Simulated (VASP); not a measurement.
BeH4:

```xyz
10
Lattice="3.9818 0.0000 0.0000 0.0000 3.9818 0.0000 0.0000 0.0000 4.3475" Properties=species:S:1:pos:R:3 pbc="T T T"
Be    1.9909    1.9909    2.1737
Be    0.0000    0.0000    0.0000
H     3.0585    1.4030    3.6614
H     3.3939    1.0676    1.4876
H     0.5879    2.9141    1.4876
H     2.5787    3.0585    0.6861
H     1.0676    0.5879    2.8599
H     2.9141    3.3939    2.8599
H     0.9232    2.5787    3.6614
H     1.4030    0.9232    0.6861
```

```yaml
Program: VASP 6.6.1
Task: relaxation of cell and atoms
Functional: PBE
Potentials_or_basis: VASP PAW PBE potentials, release 64 (Be, H)
Cutoff: 600 eV
k_mesh: 4 × 4 × 4
Occupations: gaussian, width 0.1 eV
Spin: no spin polarisation
```

At the start: pressure -18.4 GPa; volume 6.89 Å³/atom.

How do energy, volume and symmetry change on relaxing?

Over 20 steps the energy falls by 363.4 meV/atom and the volume is 4.90 Å³/atom (-28.8 %); space group I4/mmm (No. 139, to 0.05 Å).

The path:
```tsv
step	energy change (eV)	largest force (eV/Å)	pressure (GPa)	volume (Å³)
1	0.0000	0.6123	-18.35	68.93
2	-0.9930	0.6644	-15.42	61.34
3	-2.1769	0.7371	-3.00	48.91
4	0.9990	0.7873	94.47	29.22
5	-2.1939	0.7376	2.69	45.76
6	-2.2078	0.7522	6.61	44.11
7	-2.6354	0.5927	9.64	43.16
8	-2.7592	0.5149	12.86	42.37
9	-3.1873	0.3726	4.98	45.72
10	-3.4139	0.2048	-3.39	50.67
11	-3.5159	0.1717	-2.03	49.85
12	-3.5654	0.1431	1.00	48.25
13	-3.5704	0.1341	0.49	48.50
14	-3.5628	0.1401	-0.83	49.18
15	-3.5718	0.1326	0.12	48.69
16	-3.5939	0.1069	0.44	48.57
17	-3.6167	0.1113	1.18	48.28
18	-3.6314	0.0402	-0.08	48.99
19	-3.6318	0.0453	-0.32	49.14
20	-3.6344	0.0179	-0.16	49.05
```

Final structure:
```
CELL_PARAMETERS angstrom
3.68371 0.00000 0.00000
0.00000 3.68371 0.00000
0.00000 0.00000 3.61432
ATOMIC_POSITIONS crystal
Be 0.50000 0.50000 0.50000
Be 0.00000 0.00000 0.00000
H 0.75093 0.24917 0.74841
H 0.74917 0.25093 0.24841
H 0.25083 0.74907 0.24841
H 0.75083 0.75093 0.25159
H 0.25093 0.25083 0.75159
H 0.74907 0.74917 0.75159
H 0.24907 0.75083 0.74841
H 0.24917 0.24907 0.25159
```

Caveat: the k points lie up to 0.43 Å⁻¹ apart in the final cell; the volume moved by over 15 % at a fixed basis, so the end points are rough.
